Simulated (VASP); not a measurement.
Write the native input for VASP 6.6.1 that does the following.

```
Task                   : electric field gradients
Functional             : LDA
Potentials or basis    : VASP PAW LDA potentials, release 64 (Ni)
Cutoff                 : 520 eV
k mesh                 : 20 × 20 × 20
Occupations            : fermi-dirac, width 0.05 eV
Spin                   : collinear spin, ferromagnetic start
Starting moments       : [1.5] μB
Dipole correction      : no
Further INCAR settings : ALGO = Normal; EDIFF = 1e-08; NBANDS = 15
```

The structure of Ni lies in POSCAR:

```
Ni
1.0
    0.0000000000      1.7502705000      1.7679500000
    1.7502705000      0.0000000000      1.7679500000
    1.7502705000      1.7502705000      0.0000000000
Ni
1
Direct
    0.0000000000      0.0000000000      0.0000000000
```

This cell differs from its parent crystal: equal xx and yy strain of -1 %.

These files were run (other wordings do the same):

INCAR

```
SYSTEM = Ni
  PREC = Accurate
  ENCUT = 520
  EDIFF = 1E-8
  ISMEAR = -1
  SIGMA = 0.05
  LREAL = .False.
  LASPH = .True.
  NELM = 150
  ALGO = Normal
  ISIF = 2
  LWAVE = .False.
  LCHARG = .False.
  ISPIN = 2
  MAGMOM = 1.5
  LORBIT = 11
  LMAXMIX = 4
  LEFG = .True.
  NBANDS = 15
```

KPOINTS

```
regular mesh
0
Gamma
  20 20 20
  0 0 0
```

Potentials or basis: VASP PAW LDA potentials, release 64 (Ni).

Run with:

```sh
$ cat potpaw_LDA.64/Ni/POTCAR > POTCAR
$ mpirun -np 1 vasp_std > vasp.out
```

It gave:

```json
{
 "Pressure": "-16.0 GPa",
 "Net moment": "0.61 μB per cell",
 "Site moments": "Ni +0.61 μB",
 "Valence electrons inside the program's atomic spheres": "Ni 9.33"
}
```

Caveat: the cell differs from its parent crystal (equal xx and yy strain of -1 %); without QUAD_EFG the Cq values of the log hold for a quadrupole moment of 1 mb, not for the nuclei.

It took 98 s on 1 thread of Intel(R) Xeon(R) 6975P-C (Granite Rapids), on a shared host, peak memory 0.25 GiB.
